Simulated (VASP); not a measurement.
MgB, 2 atoms in the cell. The structure is cubic, space group Pm-3m (No. 221). The conventional cell has a = 2.895 Å, b = 2.895 Å, c = 2.895 Å, α = 90.00°, β = 90.00°, γ = 90.00°. Within 3.3 Å of Mg (site symmetry m-3m) lie 8 B at 2.51 Å and 6 Mg at 2.90 Å. B (site symmetry m-3m) has 8 Mg at 2.51 Å and 6 B at 2.90 Å within 3.3 Å. 

```yaml
Program: VASP 6.6.1
Task: relaxation of cell and atoms
Functional: PBE0
Potentials_or_basis: VASP PAW PBE potentials, release 64 (Mg, B)
Cutoff: 600 eV
k_mesh: 5 × 5 × 5
Occupations: fermi-dirac, width 0.05 eV
Spin: no spin polarisation
Dipole_correction: no
Grid_for_exact_exchange_PRECFOCK: Normal
Further_INCAR_settings: ALGO = Normal; EDIFF = 1e-06; IBRION = 2; EDIFFG = -0.01; NSW = 60; ISIF = 3
Share_of_exact_exchange: 0.25
```

Potentials or basis: VASP PAW PBE potentials, release 64 (Mg, B).

Launch:

```console
$ cat potpaw_PBE.64/Mg/POTCAR potpaw_PBE.64/B/POTCAR > POTCAR
$ cp INCAR.step1 INCAR
$ mpirun -np 1 vasp_std > vasp.out
$ cp INCAR.step2 INCAR
$ mpirun -np 1 vasp_std > vasp.out
```

Hardware: 1 thread of Intel Xeon 8259CL (shared host).

Estimate the wall time of this run.

It took 2.9 min on 1 thread of Intel Xeon 8259CL, on a shared host, peak memory 0.15 GiB. Counts: k points 10, ion steps 2.
